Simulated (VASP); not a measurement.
Here is a VASP 6.6.1 calculation.

Contents of INCAR:

```
SYSTEM = C
PREC = Accurate
ENCUT = 520
EDIFF = 1E-6
ISMEAR = 0
SIGMA = 0.1
LREAL = .FALSE.
LASPH = .TRUE.
NELM = 100
ALGO = Normal
ISIF = 2
LWAVE = .FALSE.
LCHARG = .TRUE.
GGA = PE
LELF = .TRUE.
LVHAR = .TRUE.
NBANDS = 26
```

The input KPOINTS:

```
Automatic mesh
0
G
  14 8 4
  0 0 0
```

File POSCAR:

```
C
1.0
    2.5159016623      0.0000000000      0.0000000000
    0.0000000000      4.3575107688      0.0000000000
    0.0000000000      0.0000000000      8.8011937858
C
8
Direct
    0.5000000000      0.4166017395      0.7498883401
    0.5000000000      0.9166017395      0.2501116599
    0.5000000000      0.5833982605      0.2501116599
    0.5000000000      0.0833982605      0.7498883401
    0.0000000000      0.9166017395      0.7498883401
    0.0000000000      0.4166017395      0.2501116599
    0.0000000000      0.0833982605      0.2501116599
    0.0000000000      0.5833982605      0.7498883401
```

Potentials or basis: VASP PAW PBE potentials, release 64 (C).

The run is started by

```bash
$ cat potpaw_PBE.64/C/POTCAR > POTCAR
$ mpirun -np 1 vasp_std > vasp.out
```

Estimate the pressure.

-11.1 GPa.

Stress tensor (GPa, compression positive):
```
-16.50   0.00   0.00
  0.00 -16.82   0.00
  0.00   0.00  -0.04
```

Caveat: the cell differs from its parent crystal (biaxial strain in the a-b plane: +2.0 %, then relaxed in part); the stress differs along the axes, from -17 to -0 GPa; this functional lacks dispersion, which binds layers or chains, so the pressure and a relaxed spacing across them are unreliable.
